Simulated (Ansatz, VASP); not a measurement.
# One calculation of Te3As4, two programs

Contents of INCAR:

```
PREC = Accurate
ENCUT = 500
EDIFF = 1E-7
ISMEAR = 0
SIGMA = 0.1
LREAL = False
LASPH = True
NELM = 120
ALGO = Normal
ISIF = 3
LWAVE = False
LCHARG = False
GGA = PE
IBRION = 2
NSW = 90
EDIFFG = -0.04
GGA_COMPAT = False
NELMIN = 4
```

File KPOINTS:

```
Automatic mesh
0
Gamma
  4 4 4
```

POSCAR

```
Te3As4
1.0
    6.0223785300      0.0000000000      0.0000000000
    0.0000000000      6.0223785300      0.0000000000
    0.0000000000      0.0000000000      6.0223785300
Te As
3 4
Direct
    0.0000000000      0.0000000000      0.5000000000
    0.5000000000      0.0000000000      0.0000000000
    0.0000000000      0.5000000000      0.0000000000
    0.2842946100      0.7157053900      0.2842946100
    0.7157053900      0.2842946100      0.2842946100
    0.2842946100      0.2842946100      0.7157053900
    0.7157053900      0.7157053900      0.7157053900
```

Input for Ansatz:

```yaml
crystal:
  lattice:
    - [6.02237853, 0.0, 0.0]
    - [0.0, 6.02237853, 0.0]
    - [0.0, 0.0, 6.02237853]
  atoms:
    - { symbol: Te, position: [0.0, 0.0, 0.5] }
    - { symbol: Te, position: [0.5, 0.0, 0.0] }
    - { symbol: Te, position: [0.0, 0.5, 0.0] }
    - { symbol: As, position: [0.28429461, 0.71570539, 0.28429461] }
    - { symbol: As, position: [0.71570539, 0.28429461, 0.28429461] }
    - { symbol: As, position: [0.28429461, 0.28429461, 0.71570539] }
    - { symbol: As, position: [0.71570539, 0.71570539, 0.71570539] }
basis:
  ecutwfc: 420
kpoints:
  mp_grid: { grid: [4, 4, 4] }
hamiltonian:
  xc: pbe
scf:
  occupations: { method: gaussian, width: 0.1 }
  lower_state_search: "off"
output:
  forces: true
  stress: true
  eigenvalues: true
relax:
  adjacent_minimum: "off"
  f_tol: 0.04
  max_steps: 70
  cell: { stress_tol: 0.4 }
```

Change from the starting cell: species swapped into the Sn3As4 type (P-43m, No. 215).

Alike in both runs: task relaxation of cell and atoms; functional PBE; k mesh 4 × 4 × 4; occupations gaussian, width 0.1 eV; no spin polarisation.

```csv
,VASP,Ansatz
version,VASP 6.6.1,Ansatz 0.2.0
potentials or method,"VASP PAW PBE potentials, release 64 (Te, As), cutoff 500 eV","scalar-relativistic, plane waves, PAW"
valence electrons in the cell,38,108
```

Ansatz gave:

* gap on the k mesh at the Fermi level, each at its own relaxed structure (eV): none
* relaxed volume (Å³/atom): 28.23
* relaxed cell length with the largest relative difference (Å): 5.825

**Question.** Which values does VASP return?

**Answer.** gap on the k mesh at the Fermi level, each at its own relaxed structure (eV): none; relaxed volume (Å³/atom): 28.34; relaxed cell length with the largest relative difference (Å): 5.832.

A gap of «none» marks a metal or a gap that the smearing closes. VASP's potentials hold 38 valence electrons a cell and Ansatz's 108, so a difference there can come from the potentials and not from the codes.

Spin-orbit coupling is off throughout.
